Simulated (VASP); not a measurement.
Al:

```xyz
2
Lattice="2.8635 0.0000 0.0000 -1.4317 2.4798 0.0000 0.0000 0.0000 4.6761" Properties=species:S:1:pos:R:3 pbc="T T T"
Al    0.0000    1.6532    1.1690
Al    1.4317    0.8266    3.5070
```

This isn't the form of Al at room conditions, which is fcc.

- Program: VASP 6.6.1
- Task: relaxation of cell and atoms
- Functional: r2SCAN
- Potentials or basis: VASP PAW PBE potentials, release 64 (Al)
- Cutoff: 600 eV
- k mesh: 13 × 13 × 7
- Occupations: fermi-dirac, width 0.1 eV
- Spin: no spin polarisation

At the start: pressure -3.3 GPa; volume 16.60 Å³/atom.

Question: How do energy, volume and symmetry change on relaxing?

Answer: Over 6 steps the energy falls by 7.3 meV/atom and the volume is 15.95 Å³/atom (-3.9 %); space group P6_3/mmc (No. 194, to 0.1 Å) before and after.

Step by step:
```
step  energy change (eV)  largest force (eV/Å)  pressure (GPa)  volume (Å³)
   1              0.0000                0.0000           -3.30        33.20
   2             -0.0136                0.0000            0.89        31.59
   3             -0.0143                0.0000            0.05        31.88
   4             -0.0143                0.0000           -0.03        31.91
   5             -0.0145                0.0000           -0.03        31.91
   6             -0.0147                0.0000           -0.01        31.90
```

Final structure:
```
CELL_PARAMETERS angstrom
2.83711 0.00000 0.00000
-1.41855 2.45701 0.00000
0.00000 0.00000 4.57691
ATOMIC_POSITIONS crystal
Al 0.33333 0.66667 0.25000
Al 0.66667 0.33333 0.75000
```

Caveat: the PAW data sets were made with another functional, which shifts forces and pressure a little.
